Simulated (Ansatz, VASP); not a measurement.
# Pt in VASP and in Ansatz

```xyz
2
Lattice="2.7092 0.0000 0.0000 -1.3546 2.3463 0.0000 0.0000 0.0000 4.6703" Properties=species:S:1:pos:R:3 pbc="T T T"
Pt    1.3546    0.7821    3.5027
Pt    0.0000    1.5642    1.1676
```

Alike in both runs: functional LDA; k mesh 14 × 14 × 7; occupations methfessel-paxton of order 1, width 0.1 eV; no spin polarisation.

Ansatz relaxed the structure, and its values are those at the end. VASP's run is a single point on that final structure, the one shown.

```csv
,VASP,Ansatz
version,VASP 6.6.1,Ansatz 0.2.0
potentials or method,"VASP PAW LDA potentials, release 64 (Pt), cutoff 520 eV","plane waves, PAW"
valence electrons in the cell,20,36
```

|  | VASP | Ansatz | Ansatz less VASP |
| --- | --- | --- | --- |
| pressure (GPa) | 0.7 | 0.0 | -0.73 |

LDA's correlation is that of Perdew and Zunger in VASP and of Perdew and Wang (1992) in Ansatz. VASP's potentials hold 20 valence electrons a cell and Ansatz's 36, so a difference there can come from the potentials and not from the codes.

Spin-orbit coupling is off throughout.
